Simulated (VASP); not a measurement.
Runs of VASP 6.6.1 on FePt. The structure is that of space group P4/mmm (No. 123), or close to it. The cells are those of the table. 

```tsv
task	level	potentials or basis	spin	cell	k mesh	cutoff (eV)	smearing	dipole correction	tolerance level	purpose	K density	grid for exact exchange (PRECFOCK)	gap on the mesh (eV)	pressure (GPa)	moment (μB)	relaxed volume (Å³/atom)
relaxation of cell and atoms	PBE	VASP PAW PBE potentials, release 64 (Pt, Fe)	collinear, ferromagnetic start	relaxed from a = 2.724, b = 2.724, c = 3.720 Å, 2 atoms	10 × 10 × 7	600	fermi-dirac 0.05 eV	no	-	-	-	-	none	0.0	3.30	(c)
single point	PBE	VASP PAW PBE potentials, release 64 (Pt, Fe)	collinear, ferromagnetic start	a = 2.724, b = 2.724, c = 3.720 Å, 2 atoms	13 × 13 × 10	310	tetrahedron 0.1 eV	-	screening	density of states	11 × 11 × 8	-	none	-	3.25	-
relaxation of cell and atoms	PBEsol	VASP PAW PBE potentials, release 64 (Pt, Fe)	collinear, ferromagnetic start	relaxed from a = 2.724, b = 2.724, c = 3.720 Å, 2 atoms	10 × 10 × 7	600	fermi-dirac 0.05 eV	no	-	-	-	-	none	0.0	(d)	13.41
single point	PBEsol-based global hybrid with 25 % exact exchange	VASP PAW PBE potentials, release 64 (Pt, Fe)	collinear, ferromagnetic start	a = 2.724, b = 2.724, c = 3.720 Å, 2 atoms	5 × 5 × 4	520	fermi-dirac 0.05 eV	no	-	-	-	Normal	none	-1.3	3.82	-
single point	PBEsol	VASP PAW PBE potentials, release 64 (Pt, Fe)	non-collinear, typed start, SOC	a = 2.724, b = 2.724, c = 3.720 Å, 2 atoms	10 × 10 × 7	520	fermi-dirac 0.05 eV	no	-	-	-	-	-	(b)	3.25	-
single point	HSE06	VASP PAW PBE potentials, release 64 (Pt, Fe)	collinear, ferromagnetic start	a = 2.779, b = 2.779, c = 3.674 Å, 2 atoms	5 × 5 × 4	520	fermi-dirac 0.05 eV	no	-	-	-	Normal	none	0.0	3.90	-
single point	PBE	VASP PAW PBE potentials, release 64 (Pt, Fe)	collinear, ferromagnetic start	a = 2.724, b = 2.724, c = 3.720 Å, 2 atoms	29 × 29 × 22	540	tetrahedron 0.1 eV	-	screening	density of states	11 × 11 × 8	-	none	-	(a)	-
relaxation of cell and atoms	LDA	VASP PAW LDA potentials, release 64 (Pt, Fe)	collinear, ferromagnetic start	relaxed from a = 2.724, b = 2.724, c = 3.720 Å, 2 atoms	10 × 10 × 7	600	fermi-dirac 0.05 eV	no	-	-	-	-	none	0.1	3.12	13.04
```

**Question.** Estimate the missing entries.

**Answer.** (a) 3.24; (b) -6.5; (c) 14.00; (d) 3.22.

Caveats: some runs use coarse meshes; spin-orbit coupling is left out, which moves the levels of the heavy elements (at least some runs); the PAW data sets were made with another functional, which shifts forces and pressure a little (at least some runs); tetrahedron occupations give inexact forces and stress in metals (at least some runs); the cutoff is under 1.25 times the usual one of these potentials, so pressure, stress and relaxed cells hold a basis-set (Pulay) error (at least some runs); the cell stands under tension (at least some runs).

A k mesh can miss the band edges, and rows without SOC leave out spin-orbit coupling on Pt.

A gap of «none» marks levels without a gap at the run's occupations.
